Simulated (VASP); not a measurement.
Runs of VASP 6.6.1 on KF. The structure is that of space group R-3m (No. 166), or close to it. The cells are those of the table. 

```csv
cell,gap on the mesh (eV),pressure (GPa)
"a = 5.198 Å, angles 33.6°, 2 atoms",2.33,-3.1
"a = 4.046 Å, angles 52.2°, 2 atoms",6.57,-1.2
"a = 4.762 Å, angles 38.9°, 2 atoms",(d),-3.6
"a = 3.884 Å, angles 56.6°, 2 atoms",(b),-0.7
"a = 3.695 Å, angles 63.2°, 2 atoms",6.76,-0.7
"a = 4.343 Å, angles 45.7°, 2 atoms",5.87,-2.5
"a = 3.468 Å, angles 75.3°, 2 atoms",(a),-2.5
"a = 3.394 Å, angles 82.7°, 2 atoms",6.49,(c)
```

Alike in all rows: task single point; level r2SCAN; potentials or basis VASP PAW PBE potentials, release 64 (K_sv, F); no spin polarisation; k mesh 8 × 8 × 8; cutoff (eV) 520; smearing gaussian 0.05 eV.

Task: Fill in the values left out.

Result: (a) 6.52; (b) 6.77; (c) -4.0; (d) 4.31.

Caveats: the PAW data sets were made with another functional, which shifts forces and pressure a little.

A k mesh can miss the band edges.
